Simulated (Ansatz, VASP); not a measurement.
**Two plane-wave programs on Cd3SnS4**

```
Cd Sn S
1.0
    -2.86630    2.86630    5.73814
     2.86630   -2.86630    5.73814
     2.86630    2.86630   -5.73814
Cd Sn S
3 1 4
Direct
  0.50000 0.50000 0.00000
  0.75000 0.25000 0.50000
  0.25000 0.75000 0.50000
  0.00000 0.00000 0.00000
  0.00000 0.50000 0.50000
  0.50000 0.00000 0.50000
  0.25110 0.25110 0.00000
  0.74890 0.74890 0.00000
```

Change from the starting cell: species swapped into the Ce4GeS3 type (I4/mmm, No. 139).

Alike in both runs: task relaxation of cell and atoms; functional PBE; k mesh 3 × 3 × 3; occupations gaussian, width 0.15 eV; no spin polarisation.

|  | VASP | Ansatz |
| --- | --- | --- |
| version | VASP 6.6.1 | Ansatz 0.2.0 |
| potentials or method | VASP PAW PBE potentials, release 64 (Cd, Sn_d, S), cutoff 600 eV | scalar-relativistic, plane waves, PAW |
| valence electrons in the cell | 74 | 98 |

Ansatz gave:

```
gap on the k mesh at the Fermi level, each at its own relaxed structure (eV) : none
relaxed volume (Å³/atom)                                                     : 21.74
relaxed length of the cell vector where the two differ most in proportion (Å)              : 6.822
```

Estimate VASP's values.

gap on the k mesh at the Fermi level, each at its own relaxed structure (eV): none; relaxed volume (Å³/atom): 21.76; relaxed length of the cell vector where the two differ most in proportion (Å): 6.829.

A gap of «none» marks a metal or a gap that the smearing closes. VASP's potentials hold 74 valence electrons a cell and Ansatz's 98, so a difference there can come from the potentials and not from the codes.

The k mesh is coarse, so the values compare programs but aren't converged.
